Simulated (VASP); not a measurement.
# BN (F-43m) in VASP: notebook, part 2 of 2

VASP 6.6.1. Earlier steps stand in the parts before.

## (4) Single point, PBE (volume 6.525 Å^3 an atom, c/a of the conventional cell 1.0000)

The input, INCAR:

```
PREC = Accurate ; ENCUT = 520
EDIFF = 1E-7 ; ISMEAR = 0
SIGMA = 0.05 ; LREAL = F
LASPH = T ; NELM = 80
ALGO = Normal ; ISIF = 2
LWAVE = F ; LCHARG = F
GGA = PE ; NBANDS = 11
```

The input, KPOINTS:

```
regular mesh
0
Gamma
  12 12 12
```

The input, POSCAR:

```
BN
1.0
    0.0000000000      1.8686451528      1.8686451528
    1.8686451528      0.0000000000      1.8686451528
    1.8686451528      1.8686451528      0.0000000000
B N
1 1
Direct
    0.0000000000      0.0000000000      0.0000000000
    0.7500000000      0.7500000000      0.7500000000
```

Potentials or basis: VASP PAW PBE potentials, release 64 (B, N).

Launch:

```sh
cat potpaw_PBE.64/B/POTCAR potpaw_PBE.64/N/POTCAR > POTCAR
mpirun -np 1 vasp_std > vasp.out
```

OUTCAR:

```text
PREC = Accurate
   ENCUT = 520
   EDIFF = 1E-7
   ISMEAR = 0
   LREAL = F
   LASPH = T
   NELM = 80
   ISIF = 2
   GGA = PE

 ion  position               nearest neighbor table
   1  0.000  0.000  0.000-   2 1.62   2 1.62   2 1.62   2 1.62
   2  0.750  0.750  0.750-   1 1.62   1 1.62   1 1.62   1 1.62

  LATTYP: Found a face centered cubic cell.
 ALAT       =     3.7372903056

  Lattice vectors:

 A1 = (   0.0000000000,   1.8686451528,   1.8686451528)
 A2 = (   1.8686451528,   0.0000000000,   1.8686451528)
 A3 = (   1.8686451528,   1.8686451528,   0.0000000000)

Analysis of symmetry for initial positions (statically):
=====================================================================
 Subroutine PRICEL returns:
 Original cell was already a primitive cell.

 Routine SETGRP: Setting up the symmetry group for a
 face centered cubic supercell.

 Subroutine GETGRP returns: Found 24 space group operations
 (whereof 24 operations were pure point group operations)
 out of a pool of 48 trial point group operations.

The static configuration has the point symmetry T_d .

Analysis of symmetry for dynamics (positions and initial velocities):
[... 165 lines left out ...]

 k-point     1 :       0.0000    0.0000    0.0000
  band No.  band energies     occupation
      1     -12.9178      2.00000
      2       6.2225      2.00000
      3       6.2225      2.00000
      4       6.2225      2.00000
      5      14.5688      0.00000
      6      14.5688      0.00000
      7      14.5688      0.00000
      8      14.9964      0.00000
      9      29.1533      0.00000
     10      32.8047      0.00000
     11      32.8047      0.00000
[... 309 lines left out ...]
 k-point    24 :      -0.4167    0.1667    0.0000
  band No.  band energies     occupation
      1      -8.8310      2.00000
      2      -2.9551      2.00000
      3       2.4208      2.00000
      4       3.9023      2.00000
      5      14.9923      0.00000
      6      17.2438      0.00000
      7      17.7206      0.00000
      8      20.6457      0.00000
      9      26.0957      0.00000
     10      30.3734      0.00000
     11      30.9829      0.00000

 [... further k-points ...]
[... 5 lines left out ...]
  --------------------------------------------------------------------------------------
  -------------------------------------------------------------------------------------
  Total       -2.3429789     -2.3429789     -2.3429789     -0.0000000     -0.0000000      0.0000000
  in kB     -287.6526928   -287.6526928   -287.6526928     -0.0000000     -0.0000000      0.0000000
  external PRESSURE =    -287.6526928 kB  Pullay stress =       0.0000000 kB

 VOLUME and BASIS-vectors are now :
 -----------------------------------------------------------------------------
  energy-cutoff  :      520.00
  volume of cell :       13.05
      direct lattice vectors                 reciprocal lattice vectors
     0.000000000  1.868645153  1.868645153    -0.267573541  0.267573541  0.267573541
     1.868645153  0.000000000  1.868645153     0.267573541 -0.267573541  0.267573541
     1.868645153  1.868645153  0.000000000     0.267573541  0.267573541 -0.267573541

 POSITION                                       TOTAL-FORCE (eV/Angst)
 -----------------------------------------------------------------------------------
      0.00000      0.00000      0.00000         0.000000      0.000000      0.000000
      2.80297      2.80297      2.80297        -0.000000     -0.000000     -0.000000
 -----------------------------------------------------------------------------------
    total drift:                                0.000000      0.000000     -0.000000

  FREE ENERGIE OF THE ION-ELECTRON SYSTEM (eV)
  ---------------------------------------------------
  free  energy   TOTEN  =       -17.3432381097 eV

  energy  without entropy=      -17.3432381097  energy(sigma->0) =      -17.34323811
```

OSZICAR:

```text
N       E                     dE             d eps       ncg     rms          rms(c)
DAV:   1     0.104196814215E+02    0.10420E+02   -0.49822E+03  1624   0.718E+02
DAV:   2    -0.175952397693E+02   -0.28015E+02   -0.27121E+02  1894   0.160E+02
DAV:   3    -0.181688994861E+02   -0.57366E+00   -0.57264E+00  1877   0.198E+01
DAV:   4    -0.181696806330E+02   -0.78115E-03   -0.78113E-03  1695   0.808E-01
DAV:   5    -0.181696814754E+02   -0.84243E-06   -0.84243E-06  1836   0.262E-02    0.618E+00
DAV:   6    -0.173982273246E+02    0.77145E+00   -0.31332E+00  1668   0.969E+00    0.294E+00
DAV:   7    -0.173540876092E+02    0.44140E-01   -0.70808E-02  1737   0.230E+00    0.179E+00
DAV:   8    -0.173430541578E+02    0.11033E-01   -0.31025E-02  1739   0.125E+00    0.147E-01
DAV:   9    -0.173431302744E+02   -0.76117E-04   -0.12023E-03  1692   0.252E-01    0.739E-02
DAV:  10    -0.173432315833E+02   -0.10131E-03   -0.13724E-04  1696   0.100E-01    0.141E-02
DAV:  11    -0.173432380949E+02   -0.65116E-05   -0.11975E-05  1810   0.278E-02    0.104E-02
DAV:  12    -0.173432381276E+02   -0.32711E-07   -0.19422E-06  1731   0.933E-03    0.665E-04
DAV:  13    -0.173432381097E+02    0.17869E-07   -0.24945E-08   840   0.156E-03
   1 F= -.17343238E+02 E0= -.17343238E+02  d E =-.329974E-17
```

stdout:

```text
POSCAR found type information on POSCAR B N
 POSCAR found :  2 types and       2 ions
 scaLAPACK will be used
 LDA part: xc-table for (Slater+PW92), standard interpolation
 POSCAR, INCAR and KPOINTS ok, starting setup
 FFT: planning ... GRIDC
 FFT: planning ... GRID_SOFT
 FFT: planning ... GRID
 WAVECAR not read
 entering main loop
```

Wall time 6.3 s (1 thread of AMD EPYC 9R14 (Zen 4), shared host); peak memory 0.09 GiB.

Results:

```
Free energy            : -17.3432 eV
Pressure               : -28.8 GPa
Band gap on the k mesh : 4.35 eV, indirect (least direct gap 8.35 eV)
```

Levels at points of the mesh, in eV from the valence-band top:
| k point | band 1 | band 2 | band 3 | band 4 | band 5 | band 6 | band 7 | band 8 | band 9 |
| --- | --- | --- | --- | --- | --- | --- | --- | --- | --- |
| (0.00, 0.00, 0.00) | -19.14 | 0.00 | 0.00 | 0.00 | 8.35 | 8.35 | 8.35 | 8.77 | 22.93 |
| (0.50, 0.00, 0.00) | -15.38 | -9.81 | -1.76 | -1.76 | 8.88 | 10.15 | 10.15 | 14.23 | 22.11 |
| (0.50, 0.50, 0.00) | -14.15 | -8.30 | -4.43 | -4.43 | 4.35 | 8.66 | 16.43 | 16.43 | 19.18 |

## (5) Overview

| cell | gap on the mesh (eV) | pressure (GPa) |
| --- | --- | --- |
| a = 2.603 Å, angles 60.0°, 2 atoms | 4.40 | -15.9 |
| a = 2.662 Å, angles 60.0°, 2 atoms | 4.32 | -34.2 |
| a = 2.643 Å, angles 60.0°, 2 atoms | 4.35 | -28.8 |

Alike in all rows: task single point; level PBE; potentials or basis VASP PAW PBE potentials, release 64 (B, N); no spin polarisation; k mesh 12 × 12 × 12; cutoff (eV) 520; smearing gaussian 0.05 eV.

Total energies depend on the potentials used, so only differences within one code and one set of settings carry meaning.
